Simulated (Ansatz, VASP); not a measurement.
**ScGa5S in VASP and in Ansatz**

```xyz
7
Lattice="0.0000 4.8423 4.8423 4.8423 0.0000 4.8423 4.8423 4.8423 0.0000" Properties=species:S:1:pos:R:3 pbc="T T T"
Sc    7.2635    7.2635    7.2635
Ga    5.7585    5.7585    5.7585
Ga    3.9261    3.9261    5.7585
Ga    3.9261    5.7585    3.9261
Ga    5.7585    3.9261    3.9261
Ga    2.4212    2.4212    2.4212
S     0.0000    0.0000    0.0000
```

Alike in both runs: functional PBE; k mesh 4 × 4 × 4; occupations gaussian, width 0.2 eV; no spin polarisation.

Ansatz relaxed the structure, and its values are those at the end. VASP's run is a single point on that final structure, the one shown.

|  | VASP | Ansatz |
| --- | --- | --- |
| version | VASP 6.6.1 | Ansatz 0.2.0 |
| potentials or method | VASP PAW PBE potentials, release 64 (Sc_sv, Ga_d, S), cutoff 520 eV | scalar-relativistic, plane waves, PAW |
| valence electrons in the cell | 82 | 82 |

|  | VASP | Ansatz | Ansatz less VASP |
| --- | --- | --- | --- |
| gap on the k mesh at the Fermi level (eV) | none | none | - |
| pressure (GPa) | -0.1 | -0.1 | -0.05 |
| rms of the force components (eV/Å) | 0.028 | 0.021 | -0.0074 |

A gap of «none» marks a metal or a gap that the smearing closes.
